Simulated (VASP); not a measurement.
# Pt (P6_3/mmc) in VASP: settings compared

Aim: see how the results for Pt move with the level of theory and the settings. Levels: PBE, PBEsol. Tasks: single point, relaxation of cell and atoms.

Everything below comes from runs of VASP 6.6.1. Logs are shortened: lines on timing, memory, paths and dates and some standing lists are left out, and cuts for length are marked.

## Step 1: The cell of the first run

The structure is hexagonal, space group P6_3/mmc (No. 194). The conventional cell has a = 2.734 Å, b = 2.734 Å, c = 4.673 Å, α = 90.00°, β = 90.00°, γ = 120.00°. Pt (site symmetry -6m2) has 12 Pt at 2.73 to 2.82 Å within 3.6 Å.

This isn't the form of Pt at room conditions, which is fcc.

## Step 2: Single point, PBE (strained)

INCAR

```
ALGO     = Fast           # electronic algorithm
EDIFF    = 1E-6           # SCF threshold, eV
ENCUT    = 520            # plane-wave cutoff, eV
GGA      = PE             # functional
ISIF     = 2              # what is computed and relaxed
ISMEAR   = 0              # smearing method
LASPH    = True           # aspherical terms in the spheres
LCHARG   = True           # write CHGCAR
LELF     = True           # ELF
LREAL    = False          # projectors in reciprocal space
LVHAR    = True         
LWAVE    = False          # write WAVECAR
NBANDS   = 17             # bands
NELM     = 60             # most SCF steps
PREC     = Accurate       # precision mode
SIGMA    = 0.1            # smearing width, eV
```

KPOINTS

```
k-points
0
Gamma
  18 18 10
```

POSCAR

```
Pt
1.0
    2.7335834861      0.0000000000      0.0000000000
   -1.3667917431      2.3673527423      0.0000000000
    0.0000000000      0.0000000000      4.6732411555
Pt
2
Direct
    0.6666666700      0.3333333300      0.7500000000
    0.3333333300      0.6666666700      0.2500000000
```

Potentials or basis: VASP PAW PBE potentials, release 64 (Pt).

The run is started by

```bash
$ cat potpaw_PBE.64/Pt/POTCAR > POTCAR
$ mpirun -np 1 vasp_std > vasp.out
```

OUTCAR:

```text
EDIFF = 1E-6
   ENCUT = 520
   GGA = PE
   ISIF = 2
   ISMEAR = 0
   LASPH = True
   LREAL = False
   NELM = 60
   PREC = Accurate

 ion  position               nearest neighbor table
   1  0.667  0.333  0.750-   2 2.82   2 2.82   2 2.82   2 2.82   2 2.82   2 2.82
   2  0.333  0.667  0.250-   1 2.82   1 2.82   1 2.82   1 2.82   1 2.82   1 2.82

  LATTYP: Found a hexagonal cell.
 ALAT       =     2.7335834861
 C/A-ratio  =     1.7095659157

  Lattice vectors:

 A1 = (   2.7335834861,   0.0000000000,   0.0000000000)
 A2 = (  -1.3667917431,   2.3673527423,   0.0000000000)
 A3 = (   0.0000000000,   0.0000000000,   4.6732411555)

Analysis of symmetry for initial positions (statically):
=====================================================================
 Subroutine PRICEL returns:
 Original cell was already a primitive cell.

 Routine SETGRP: Setting up the symmetry group for a
 hexagonal supercell.

 Subroutine GETGRP returns: Found 24 space group operations
 (whereof 12 operations were pure point group operations)
 out of a pool of 24 trial point group operations.

The static configuration has the point symmetry D_3d.
 The point group associated with its full space group is D_6h.

Analysis of symmetry for dynamics (positions and initial velocities):
=====================================================================
 Subroutine PRICEL returns:
 Original cell was already a primitive cell.

 Routine SETGRP: Setting up the symmetry group for a
 hexagonal supercell.

 Subroutine GETGRP returns: Found 24 space group operations
 (whereof 12 operations were pure point group operations)
 out of a pool of 24 trial point group operations.

The dynamic configuration has the point symmetry D_3d.
 The point group associated with its full space group is D_6h.

 Subroutine INISYM returns: Found 24 space group operations
 (whereof 12 operations are pure point group operations),
 and found     1 'primitive' translations

----------------------------------------------------------------------------------------

                                     Primitive cell

  volume of cell :      30.2422

  direct lattice vectors                    reciprocal lattice vectors
     2.733583486  0.000000000  0.000000000     0.365820179  0.211206379  0.000000000
    -1.366791743  2.367352742  0.000000000     0.000000000  0.422412758  0.000000000
     0.000000000  0.000000000  4.673241156     0.000000000  0.000000000  0.213984249

  length of vectors
     2.733583486  2.733583486  4.673241156     0.422412758  0.422412758  0.213984249

  position of ions in fractional coordinates (direct lattice)
     0.666666670  0.333333330  0.750000000
     0.333333330  0.666666670  0.250000000

  ion indices of the primitive-cell ions
   primitive index   ion index
                 1           1
                 2           2

----------------------------------------------------------------------------------------

 KPOINTS: k-points

Automatic generation of k-mesh.
 Grid dimensions read from file:
 generate k-points for:   18   18   10

 Generating k-lattice:

  Cartesian coordinates                     Fractional coordinates (reciprocal lattice)
     0.020323343  0.011733688  0.000000000     0.055555556  0.000000000  0.000000000
     0.000000000  0.023467375  0.000000000     0.000000000  0.055555556  0.000000000
     0.000000000  0.000000000  0.021398425     0.000000000  0.000000000  0.100000000

  Length of vectors
     0.023467375  0.023467375  0.021398425

  Shift w.r.t. Gamma in fractional coordinates (k-lattice)
     0.000000000  0.000000000  0.000000000

 Subroutine IBZKPT returns following result:
 ===========================================

 Found    222 irreducible k-points:

 Following reciprocal coordinates:
            Coordinates               Weight
  0.000000  0.000000  0.000000      1.000000
  0.055556 -0.000000  0.000000      6.000000
  0.111111 -0.000000  0.000000      6.000000
  0.166667  0.000000  0.000000      6.000000
  0.222222 -0.000000  0.000000      6.000000
  0.277778 -0.000000  0.000000      6.000000
[... 16 lines left out ...]
  0.333333  0.111111  0.000000     12.000000
  0.388889  0.111111  0.000000     12.000000
 [... further k-points ...]
   k-points           NKPTS =    222   k-points in BZ     NKDIM =    222   number of bands    NBANDS=     17
   number of dos      NEDOS =    301   number of ions     NIONS =      2
   total plane-waves  NPLWV =  14400
   dimension x,y,z NGX =    20 NGY =   20 NGZ =   36
   dimension x,y,z NGXF=    40 NGYF=   40 NGZF=   72
   ions per type =               2
   NGX,Y,Z   is equivalent  to a cutoff of  12.16, 12.16, 12.81 a.u.
   NGXF,Y,Z  is equivalent  to a cutoff of  24.33, 24.33, 25.61 a.u.
 SYSTEM =  unknown system
   PREC   = accura    normal or accurate (medium, high low for compatibility)
   ISTART =      0    job   : 0-new  1-cont  2-samecut
   ICHARG =      2    charge: 1-file 2-atom 10-const
   ISPIN  =      1    spin polarized calculation?
   LNONCOLLINEAR =      F non collinear calculations
   LSORBIT =      F    spin-orbit coupling
   LASPH  =      T    aspherical Exc in radial PAW
   ENCUT  =  520.0 eV  38.22 Ry    6.18 a.u.   5.08  5.08  8.69*2*pi/ulx,y,z
   NELM   =     60;   NELMIN=  2; NELMDL= -5     # of ELM steps
   EDIFF  = 0.1E-05   stopping-criterion for ELM
   LREAL  =      F    real-space projection
   EDIFFG = 0.1E-04   stopping-criterion for IOM
   NSW    =      0    number of steps for IOM
   IBRION =     -1    ionic relax: 0-MD 1-quasi-New 2-CG
   NFREE  =      0    steps in history (QN), initial steepest desc. (CG)
   ISIF   =      2    stress and relaxation
   ISYM   =      2    0-nonsym 1-usesym 2-fastsym
   POTIM  = 0.5000    time-step for ionic-motion
   TEBEG  =    0.0;   TEEND  =   0.0 temperature during run
   PSTRESS=    0.0 pullay stress
   NELECT =      20.0000    total number of electrons
   NUPDOWN=      -1.0000    fix difference up-down
   EMIN   =  10.00;   EMAX   =-10.00  energy-range for DOS
   EFERMI =   0.00;   METHOD = LEGACY
   ISMEAR =     0;   SIGMA  =   0.10  broadening in eV -4-tet -1-fermi 0-gaus
   EFERMI_NEDOS =   21; number of points for ismear=-14 and -15
   IALGO  =     68    algorithm
   IMIX   =      4    mixing-type and parameters
     AMIX     =   0.40;   BMIX     =  1.00
     AMIX_MAG =   1.60;   BMIX_MAG =  1.00
  volume/ion in A,a.u.               =      15.12       102.04
  Fermi-wavevector in a.u.,A,eV,Ry     =   1.426309  2.695333 27.679117  2.034358
  Thomas-Fermi vector in A             =   2.546600
   LORBIT       =      0    0 simple, 1 ext, 2 COOP (PROOUT), +10 PAW based schemes
   GGA     = PE    functional components
   LHFCALC =     F    Hartree Fock is set to
   AEXX    =    0.0000 exact exchange contribution
   IVDW    =     0    specifies the selected vdW correction
   LEPSILON=     F    determine dielectric tensor
   LRPA    =     F    only Hartree local field effects (RPA)
 non-spin polarized calculation
 RMM-DIIS sequential band-by-band and
 Gauss-broadening in eV      SIGMA  =   0.10
  energy-cutoff  :      520.00
  volume of cell :       30.24
 maximum number of plane-waves:       835
   NGX = 11   NGY = 11   NGZ = 17

 number of electron      19.9999999 magnetization

 Free energy of the ion-electron system (eV)
  ---------------------------------------------------
  ext. energy  EPLUGINS =         0.00000000
  ---------------------------------------------------
  free energy    TOTEN  =       -12.05023927 eV

  energy without entropy =      -12.03090543  energy(sigma->0) =      -12.04057235

 E-fermi :  11.1897     XC(G=0): -13.4713

 val. band max:       11.1889842562   @ k =   0.4444   0.0556   0.0000
 cond. band min:      11.1914161065   @ k =   0.1667   0.1667   0.5000
 fundamental gap:      0.0024318503
 Fermi energy:        11.1896722619

 k-point     1 :       0.0000    0.0000    0.0000
  band No.  band energies     occupation
      1       1.0248      2.00000
      2       3.7607      2.00000
      3       7.0878      2.00000
      4       7.5339      2.00000
      5       7.5339      2.00000
      6       7.9529      2.00000
[... 9 lines left out ...]
     16      28.5062      0.00000
     17      32.5054      0.00000

 k-point     2 :       0.0556   -0.0000    0.0000
  band No.  band energies     occupation
      1       1.1403      2.00000
      2       3.8665      2.00000
      3       7.0580      2.00000
      4       7.5457      2.00000
      5       7.6236      2.00000
      6       7.8942      2.00000
[... 9 lines left out ...]
     16      28.6728      0.00000
     17      31.7863      0.00000

 k-point     3 :       0.1111   -0.0000    0.0000
  band No.  band energies     occupation
      1       1.4783      2.00000
      2       4.1646      2.00000
      3       6.9269      2.00000
      4       7.5970      2.00000
      5       7.7950      2.00000
      6       7.8884      2.00000
[... 9 lines left out ...]
     16      28.9322      0.00000
     17      30.6647      0.00000

 k-point     4 :       0.1667    0.0000    0.0000
  band No.  band energies     occupation
      1       2.0099      2.00000
      2       4.5803      2.00000
      3       6.7394      2.00000
      4       7.4317      2.00000
      5       7.6223      2.00000
      6       8.0205      2.00000
[... 9 lines left out ...]
     16      28.9004      0.00000
     17      29.3365      0.00000
[... 343 lines left out ...]
      1       4.2912      2.00000
      2       5.1421      2.00000
      3       5.7652      2.00000
      4       6.7899      2.00000
      5       7.5395      2.00000
      6       7.5582      2.00000
[... 9 lines left out ...]
     16      26.3722      0.00000
     17      27.4262      0.00000

 k-point    23 :       0.3333    0.1111    0.0000
  band No.  band energies     occupation
      1       4.6347      2.00000
      2       4.9407      2.00000
      3       5.4430      2.00000
      4       7.2224      2.00000
      5       7.4873      2.00000
      6       7.9124      2.00000
[... 9 lines left out ...]
     16      25.3352      0.00000
     17      25.7525      0.00000

 k-point    24 :       0.3889    0.1111    0.0000
  band No.  band energies     occupation
      1       4.7353      2.00000
      2       4.8261      2.00000
      3       5.2463      2.00000
      4       7.5009      2.00000
      5       7.6931      2.00000
      6       7.7720      2.00000
[... 9 lines left out ...]
     16      23.7242      0.00000
     17      25.2754      0.00000

 [... further k-points ...]

------------------------ aborting loop because EDIFF is reached ----------------------------------------

  FORCE on cell =-STRESS in cart. coord.  units (eV):
  Direction    XX          YY          ZZ          XY          YZ          ZX
  --------------------------------------------------------------------------------------
  -------------------------------------------------------------------------------------
  Total        1.8673124      1.8673124      2.1623700     -0.0000000     -0.0000000      0.0000000
  in kB       98.9268229     98.9268229    114.5584349     -0.0000000     -0.0000000      0.0000000
  external PRESSURE =     104.1373602 kB  Pullay stress =       0.0000000 kB

 VOLUME and BASIS-vectors are now :
 -----------------------------------------------------------------------------
  energy-cutoff  :      520.00
  volume of cell :       30.24
      direct lattice vectors                 reciprocal lattice vectors
     2.733583486  0.000000000  0.000000000     0.365820179  0.211206379  0.000000000
    -1.366791743  2.367352742  0.000000000     0.000000000  0.422412758  0.000000000
     0.000000000  0.000000000  4.673241156     0.000000000  0.000000000  0.213984249

 POSITION                                       TOTAL-FORCE (eV/Angst)
 -----------------------------------------------------------------------------------
      1.36679      0.78912      3.50493        -0.000000      0.000000      0.000000
     -0.00000      1.57824      1.16831         0.000000      0.000000      0.000000
 -----------------------------------------------------------------------------------
    total drift:                               -0.000001      0.000001     -0.000000

  FREE ENERGIE OF THE ION-ELECTRON SYSTEM (eV)
  ---------------------------------------------------
  free  energy   TOTEN  =       -12.0502392697 eV

  energy  without entropy=      -12.0309054308  energy(sigma->0) =      -12.04057235
```

Wall time 44 s (1 thread of AMD EPYC 9R45 (Zen 5), shared host); peak memory 0.18 GiB.

Results:

```yaml
Free_energy: -12.0502 eV
Pressure: 10.4 GPa
Band_gap_on_the_k_mesh: zero (bands 10 and 11 overlap by 1.35 eV)
```

Caveat: the cell differs from its parent crystal (strained); the cell stands under pressure; spin-orbit coupling is left out, which moves the levels of the heavy elements.

[end of part 1 of 3]
